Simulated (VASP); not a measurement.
# Pt (R-3m) in VASP: a series of runs

Pt is run at these levels: PBEsol; tasks: single point.

All numbers are computed with VASP 6.6.1; they aren't measurements. Logs are shortened: lines on timing, memory, paths and dates and some standing lists are left out, and cuts for length are marked.

**1. The cell of the first run**

The structure is trigonal, space group R-3m (No. 166). Conventional cell: a = 3.918 Å, b = 3.918 Å, c = 3.568 Å, α = 90.00°, β = 90.00°, γ = 120.00°. Pt (site symmetry -3m) has 12 Pt at 2.56 to 3.28 Å within 3.4 Å.

**2. Single point, PBEsol (15.81 Å³/atom)**

The input, INCAR:

```
PREC = Accurate
ENCUT = 520
EDIFF = 1E-6
ISMEAR = 0
SIGMA = 0.15
LREAL = F
LASPH = T
NELM = 60
ALGO = Fast
ISIF = 2
LWAVE = F
LCHARG = F
GGA = PS
NBANDS = 11
```

The input, KPOINTS:

```
Automatic mesh
0
Gamma
  22 22 22
```

The input, POSCAR:

```
Pt
1.0
   -1.1602833629      1.6099912799      1.6099912799
    1.6099912799     -1.1602833629      1.6099912799
    1.6099912799      1.6099912799     -1.1602833629
Pt
1
Direct
    0.0000000000      0.0000000000      0.0000000000
```

Potentials or basis: VASP PAW PBE potentials, release 64 (Pt).

On the command line:

```console
cat potpaw_PBE.64/Pt/POTCAR > POTCAR
mpirun -np 1 vasp_std > vasp.out
```

OUTCAR:

```text
PREC = Accurate
   ENCUT = 520
   EDIFF = 1E-6
   ISMEAR = 0
   LREAL = F
   LASPH = T
   NELM = 60
   ISIF = 2
   GGA = PS

 ion  position               nearest neighbor table
   1  0.000  0.000  0.000-

  LATTYP: Found a trigonal (rhomboedric) cell.
 ALAT       =     2.5554649919
 COS(alpha) =    -0.1751837620

  Lattice vectors:

 A1 = (  -1.1602833629,   1.6099912799,   1.6099912799)
 A2 = (   1.6099912799,  -1.1602833629,   1.6099912799)
 A3 = (   1.6099912799,   1.6099912799,  -1.1602833629)

Analysis of symmetry for initial positions (statically):
=====================================================================
 Subroutine PRICEL returns:
 Original cell was already a primitive cell.

 Routine SETGRP: Setting up the symmetry group for a
 trigonal (rhombohedral) supercell.

 Subroutine GETGRP returns: Found 12 space group operations
 (whereof 12 operations were pure point group operations)
 out of a pool of 12 trial point group operations.

The static configuration has the point symmetry D_3d.

Analysis of symmetry for dynamics (positions and initial velocities):
=====================================================================
 Subroutine PRICEL returns:
 Original cell was already a primitive cell.

 Routine SETGRP: Setting up the symmetry group for a
 trigonal (rhombohedral) supercell.

 Subroutine GETGRP returns: Found 12 space group operations
 (whereof 12 operations were pure point group operations)
 out of a pool of 12 trial point group operations.

The dynamic configuration has the point symmetry D_3d.

 Subroutine INISYM returns: Found 12 space group operations
 (whereof 12 operations are pure point group operations),
 and found     1 'primitive' translations

----------------------------------------------------------------------------------------

                                     Primitive cell

  volume of cell :      15.8070

  direct lattice vectors                    reciprocal lattice vectors
    -1.160283363  1.609991280  1.609991280    -0.078814098  0.282160943  0.282160943
     1.609991280 -1.160283363  1.609991280     0.282160943 -0.078814098  0.282160943
     1.609991280  1.609991280 -1.160283363     0.282160943  0.282160943 -0.078814098

  length of vectors
[... 83 lines left out ...]
   NSW    =      0    number of steps for IOM
   IBRION =     -1    ionic relax: 0-MD 1-quasi-New 2-CG
   NFREE  =      0    steps in history (QN), initial steepest desc. (CG)
   ISIF   =      2    stress and relaxation
   ISYM   =      2    0-nonsym 1-usesym 2-fastsym
   POTIM  = 0.5000    time-step for ionic-motion
   TEBEG  =    0.0;   TEEND  =   0.0 temperature during run
   PSTRESS=    0.0 pullay stress
   NELECT =      10.0000    total number of electrons
   NUPDOWN=      -1.0000    fix difference up-down
   EMIN   =  10.00;   EMAX   =-10.00  energy-range for DOS
   EFERMI =   0.00;   METHOD = LEGACY
   ISMEAR =     0;   SIGMA  =   0.15  broadening in eV -4-tet -1-fermi 0-gaus
   EFERMI_NEDOS =   21; number of points for ismear=-14 and -15
   IALGO  =     68    algorithm
   IMIX   =      4    mixing-type and parameters
     AMIX     =   0.40;   BMIX     =  1.00
     AMIX_MAG =   1.60;   BMIX_MAG =  1.00
  volume/ion in A,a.u.               =      15.81       106.67
  Fermi-wavevector in a.u.,A,eV,Ry     =   1.405373  2.655770 26.872512  1.975074
  Thomas-Fermi vector in A             =   2.527841
   LORBIT       =      0    0 simple, 1 ext, 2 COOP (PROOUT), +10 PAW based schemes
   GGA     = PS    functional components
   LHFCALC =     F    Hartree Fock is set to
   AEXX    =    0.0000 exact exchange contribution
   IVDW    =     0    specifies the selected vdW correction
   LEPSILON=     F    determine dielectric tensor
   LRPA    =     F    only Hartree local field effects (RPA)
 non-spin polarized calculation
 RMM-DIIS sequential band-by-band and
 Gauss-broadening in eV      SIGMA  =   0.15
  energy-cutoff  :      520.00
  volume of cell :       15.81
 maximum number of plane-waves:       440
   NGX =  9   NGY =  9   NGZ =  9

 number of electron      10.0000000 magnetization

 number of electron       9.9999998 magnetization

 Free energy of the ion-electron system (eV)
  ---------------------------------------------------
  ext. energy  EPLUGINS =         0.00000000
  ---------------------------------------------------
  free energy    TOTEN  =        -6.38240668 eV

  energy without entropy =       -6.36438195  energy(sigma->0) =       -6.37339431

 E-fermi :  10.0429     XC(G=0): -13.2489

 val. band max:       10.0424043542   @ k =  -0.2727  -0.2727   0.1364
 cond. band min:      10.0442671292   @ k =  -0.0909   0.0909   0.0909
 fundamental gap:      0.0018627750
 Fermi energy:        10.0428723696

 k-point     1 :       0.0000    0.0000    0.0000
  band No.  band energies     occupation
      1       0.4912      2.00000
      2       4.1981      2.00000
      3       4.1981      2.00000
      4       9.6332      1.99989
      5      10.2272      0.08219
      6      10.2272      0.08218
      7      25.4044      0.00000
      8      25.4044      0.00000
      9      29.6731      0.00000
     10      32.7343      0.00000
     11      34.9494      0.00000
[... 309 lines left out ...]
 k-point    24 :      -0.4545    0.0455   -0.0000
  band No.  band energies     occupation
      1       3.2911      2.00000
      2       4.3923      2.00000
      3       7.8764      2.00000
      4       8.9045      2.00000
      5       9.8322      1.95294
      6      10.3388      0.00527
      7      15.9210      0.00000
      8      25.9983      0.00000
      9      28.9556      0.00000
     10      32.0336      0.00000
     11      36.4658      0.00000

 [... further k-points ...]

------------------------ aborting loop because EDIFF is reached ----------------------------------------

  FORCE on cell =-STRESS in cart. coord.  units (eV):
  Direction    XX          YY          ZZ          XY          YZ          ZX
  --------------------------------------------------------------------------------------
  -------------------------------------------------------------------------------------
  Total        1.5420063      1.5420063      1.5420063     -0.3329472     -0.3329472     -0.3329472
  in kB      156.2957906    156.2957906    156.2957906    -33.7471049    -33.7471049    -33.7471049
  external PRESSURE =     156.2957906 kB  Pullay stress =       0.0000000 kB

 VOLUME and BASIS-vectors are now :
 -----------------------------------------------------------------------------
  energy-cutoff  :      520.00
  volume of cell :       15.81
      direct lattice vectors                 reciprocal lattice vectors
    -1.160283363  1.609991280  1.609991280    -0.078814098  0.282160943  0.282160943
     1.609991280 -1.160283363  1.609991280     0.282160943 -0.078814098  0.282160943
     1.609991280  1.609991280 -1.160283363     0.282160943  0.282160943 -0.078814098

 POSITION                                       TOTAL-FORCE (eV/Angst)
 -----------------------------------------------------------------------------------
      0.00000      0.00000      0.00000         0.000000      0.000000      0.000000
 -----------------------------------------------------------------------------------
    total drift:                                0.000000      0.000000      0.000000

  FREE ENERGIE OF THE ION-ELECTRON SYSTEM (eV)
  ---------------------------------------------------
  free  energy   TOTEN  =        -6.3824066770 eV

  energy  without entropy=       -6.3643819523  energy(sigma->0) =       -6.37339431
```

OSZICAR:

```text
N       E                     dE             d eps       ncg     rms          rms(c)
DAV:   1     0.392111815012E+02    0.39211E+02   -0.53703E+03 22976   0.843E+02
DAV:   2    -0.616130231022E+01   -0.45372E+02   -0.43625E+02 25569   0.176E+02
DAV:   3    -0.675795924301E+01   -0.59666E+00   -0.59325E+00 26500   0.192E+01
DAV:   4    -0.676058240224E+01   -0.26232E-02   -0.26230E-02 25602   0.148E+00
DAV:   5    -0.676060560668E+01   -0.23204E-04   -0.23204E-04 26539   0.130E-01    0.128E+01
RMM:   6    -0.642319374378E+01    0.33741E+00   -0.31931E-01 22668   0.475E+00    0.677E+00
RMM:   7    -0.638640978442E+01    0.36784E-01   -0.57710E-02 23621   0.217E+00    0.247E+00
RMM:   8    -0.638256388114E+01    0.38459E-02   -0.83284E-03 24323   0.846E-01    0.456E-01
RMM:   9    -0.638239047077E+01    0.17341E-03   -0.85769E-04 26302   0.246E-01    0.694E-02
RMM:  10    -0.638240589996E+01   -0.15429E-04   -0.14800E-04 26524   0.908E-02    0.689E-02
RMM:  11    -0.638240934511E+01   -0.34451E-05   -0.26310E-05 26976   0.351E-02    0.296E-02
RMM:  12    -0.638240653124E+01    0.28139E-05   -0.13628E-05 24850   0.298E-02    0.385E-03
RMM:  13    -0.638240667701E+01   -0.14577E-06   -0.22372E-06 20205   0.980E-03
   1 F= -.63824067E+01 E0= -.63733943E+01  d E =-.180247E-01
```

Run time: 61 s. Hardware: 1 thread of Intel Xeon 6975P-C (Granite Rapids), shared host; peak memory 0.28 GiB.

What came out:

```yaml
Free_energy: -6.3824 eV
Pressure: 15.6 GPa
Band_gap_on_the_k_mesh: zero (bands 5 and 6 overlap by 3.07 eV)
```

Stress tensor (GPa, compression positive):
```
15.63 -3.37 -3.37
-3.37 15.63 -3.37
-3.37 -3.37 15.63
```

Caveat: the cell stands under pressure; the PAW data sets were made with another functional, which shifts forces and pressure a little; spin-orbit coupling is left out, which moves the levels of the heavy elements.

**3. Single point, PBEsol (15.81 Å³/atom)**

The input, INCAR:

```
SYSTEM = Pt
PREC = Accurate ; ENCUT = 520
EDIFF = 1E-6 ; ISMEAR = 0
SIGMA = 0.15 ; LREAL = .FALSE.
LASPH = .TRUE. ; NELM = 100
ALGO = Fast ; ISIF = 2
LWAVE = .FALSE. ; LCHARG = .FALSE.
GGA = PS ; NBANDS = 11
```

The input, KPOINTS:

```
regular mesh
0
G
  22 22 22
  0 0 0
```

The input, POSCAR:

```
Pt
1.0
   -0.7236443381      1.7034706648      1.7034706648
    1.7034706648     -0.7236443381      1.7034706648
    1.7034706648      1.7034706648     -0.7236443381
Pt
1
Direct
    0.0000000000      0.0000000000      0.0000000000
```

Potentials or basis: VASP PAW PBE potentials, release 64 (Pt).

On the command line:

```console
cat potpaw_PBE.64/Pt/POTCAR > POTCAR
mpirun -np 1 vasp_std > vasp.out
```

OUTCAR:

```text
SYSTEM = Pt
   PREC = Accurate
   ENCUT = 520
   EDIFF = 1E-6
   ISMEAR = 0
   LREAL = .FALSE.
   LASPH = .TRUE.
   NELM = 100
   ISIF = 2
   GGA = PS

 ion  position               nearest neighbor table
   1  0.000  0.000  0.000-

  LATTYP: Found a trigonal (rhomboedric) cell.
 ALAT       =     2.5154096564
 COS(alpha) =     0.0689708858

  Lattice vectors:

 A1 = (  -0.7236443381,   1.7034706648,   1.7034706648)
 A2 = (   1.7034706648,  -0.7236443381,   1.7034706648)
 A3 = (   1.7034706648,   1.7034706648,  -0.7236443381)
[... 516 lines left out ...]

 [... further k-points ...]

------------------------ aborting loop because EDIFF is reached ----------------------------------------

  FORCE on cell =-STRESS in cart. coord.  units (eV):
  Direction    XX          YY          ZZ          XY          YZ          ZX
  --------------------------------------------------------------------------------------
  -------------------------------------------------------------------------------------
  Total        2.3466667      2.3466667      2.3466667      0.0055785      0.0055785      0.0055785
  in kB      237.8551440    237.8551440    237.8551440      0.5654297      0.5654297      0.5654297
  external PRESSURE =     237.8551440 kB  Pullay stress =       0.0000000 kB

 VOLUME and BASIS-vectors are now :
 -----------------------------------------------------------------------------
  energy-cutoff  :      520.00
  volume of cell :       15.81
      direct lattice vectors                 reciprocal lattice vectors
    -0.723644338  1.703470665  1.703470665    -0.150449243  0.261562549  0.261562549
     1.703470665 -0.723644338  1.703470665     0.261562549 -0.150449243  0.261562549
     1.703470665  1.703470665 -0.723644338     0.261562549  0.261562549 -0.150449243

 POSITION                                       TOTAL-FORCE (eV/Angst)
 -----------------------------------------------------------------------------------
      0.00000      0.00000      0.00000         0.000000      0.000000      0.000000
 -----------------------------------------------------------------------------------
    total drift:                               -0.000000      0.000000      0.000000

  FREE ENERGIE OF THE ION-ELECTRON SYSTEM (eV)
  ---------------------------------------------------
  free  energy   TOTEN  =        -6.3263018140 eV

  energy  without entropy=       -6.3130116069  energy(sigma->0) =       -6.31965671
```

OSZICAR:

```text
N       E                     dE             d eps       ncg     rms          rms(c)
DAV:   1     0.392378732119E+02    0.39238E+02   -0.53327E+03 23035   0.841E+02
DAV:   2    -0.613003077370E+01   -0.45368E+02   -0.43451E+02 25558   0.176E+02
DAV:   3    -0.672102018969E+01   -0.59099E+00   -0.58790E+00 26616   0.193E+01
DAV:   4    -0.672369917032E+01   -0.26790E-02   -0.26788E-02 26158   0.149E+00
DAV:   5    -0.672372404211E+01   -0.24872E-04   -0.24872E-04 26806   0.135E-01    0.132E+01
RMM:   6    -0.637046486552E+01    0.35326E+00   -0.33430E-01 22687   0.486E+00    0.693E+00
RMM:   7    -0.633084130344E+01    0.39624E-01   -0.59211E-02 23758   0.220E+00    0.253E+00
RMM:   8    -0.632646489330E+01    0.43764E-02   -0.92107E-03 24542   0.898E-01    0.462E-01
RMM:   9    -0.632628116825E+01    0.18373E-03   -0.99623E-04 26374   0.261E-01    0.714E-02
RMM:  10    -0.632630047816E+01   -0.19310E-04   -0.18221E-04 26621   0.990E-02    0.756E-02
RMM:  11    -0.632630544130E+01   -0.49631E-05   -0.32923E-05 27204   0.388E-02    0.790E-02
RMM:  12    -0.632630176707E+01    0.36742E-05   -0.22504E-05 25074   0.416E-02    0.380E-02
RMM:  13    -0.632630181395E+01   -0.46887E-07   -0.34319E-06 21656   0.143E-02
   1 F= -.63263018E+01 E0= -.63196567E+01  d E =-.132902E-01
```

Wall time 58 s (1 thread of Intel Xeon 6975P-C (Granite Rapids), shared host); peak memory 0.28 GiB.

Results:

| Item | Value |
| --- | --- |
| Free energy | -6.3263 eV |
| Pressure | 23.8 GPa |
| Band gap on the k mesh | zero (bands 5 and 6 overlap by 4.24 eV) |

Caveat: the cell stands under pressure; the PAW data sets were made with another functional, which shifts forces and pressure a little; spin-orbit coupling is left out, which moves the levels of the heavy elements.

**4. Single point, PBEsol (15.81 Å³/atom)**

The input, INCAR:

```
PREC = Accurate ; ENCUT = 520
EDIFF = 1E-6 ; ISMEAR = 0
SIGMA = 0.15 ; LREAL = False
LASPH = True ; NELM = 80
ALGO = Fast ; ISIF = 2
LWAVE = False ; LCHARG = False
GGA = PS ; NBANDS = 11
```

The input, KPOINTS:

```
Automatic mesh
0
Gamma
  22 22 22
```

The input, POSCAR:

```
Pt
1.0
   -1.3716132994      1.5880643948      1.5880643948
    1.5880643948     -1.3716132994      1.5880643948
    1.5880643948      1.5880643948     -1.3716132994
Pt
1
Direct
    0.0000000000      0.0000000000      0.0000000000
```

On the command line:

```console
cat potpaw_PBE.64/Pt/POTCAR > POTCAR
mpirun -np 1 vasp_std > vasp.out
```

Run time: 54 s. Hardware: 1 thread of Intel Xeon 6975P-C (Granite Rapids), shared host; peak memory 0.28 GiB.

The run converged. Its results:

* Free energy: -6.6215 eV
* Pressure: 0.3 GPa
* Band gap on the k mesh: zero (bands 5 and 6 overlap by 2.51 eV)

Stress tensor (GPa, compression positive):
```
 0.31 -7.38 -7.38
-7.38  0.31 -7.38
-7.38 -7.38  0.31
```

Levels at points of the mesh, in eV from the Fermi level:
| k point | band 2 | band 3 | band 4 | band 5 | band 6 | band 7 | band 8 | band 9 |
| --- | --- | --- | --- | --- | --- | --- | --- | --- |
| (0.00, 0.00, 0.00) | -4.56 | -4.56 | -1.62 | -0.41 | -0.41 | 16.00 | 16.00 | 19.72 |
| (0.50, 0.00, 0.00) | -5.24 | -0.55 | -0.36 | -0.33 | 0.33 | 5.64 | 14.43 | 17.21 |
| (0.50, 0.50, 0.00) | -4.88 | -1.07 | -0.99 | 1.35 | 1.77 | 8.04 | 10.63 | 17.30 |
| (0.50, 0.50, 0.50) | -6.00 | -1.26 | 1.55 | 1.55 | 7.99 | 8.06 | 8.06 | 13.81 |

Caveat: the PAW data sets were made with another functional, which shifts forces and pressure a little; spin-orbit coupling is left out, which moves the levels of the heavy elements.

**5. Summary**

| cell | gap on the mesh (eV) | pressure (GPa) |
| --- | --- | --- |
| a = 2.555 Å, angles 100.1°, 1 atom | none | 15.6 |
| a = 2.515 Å, angles 86.0°, 1 atom | none | 23.8 |
| a = 2.632 Å, angles 105.4°, 1 atom | none | 0.3 |

Alike in all rows: task single point; level PBEsol; potentials or basis VASP PAW PBE potentials, release 64 (Pt); no spin polarisation; k mesh 22 × 22 × 22; cutoff (eV) 520; smearing gaussian 0.15 eV.

Caveats: the PAW data sets were made with another functional, which shifts forces and pressure a little; spin-orbit coupling is left out, which moves the levels of the heavy elements; the cell stands under pressure (at least some runs).

Total energies depend on the potentials used, so only differences within one code and one set of settings carry meaning.
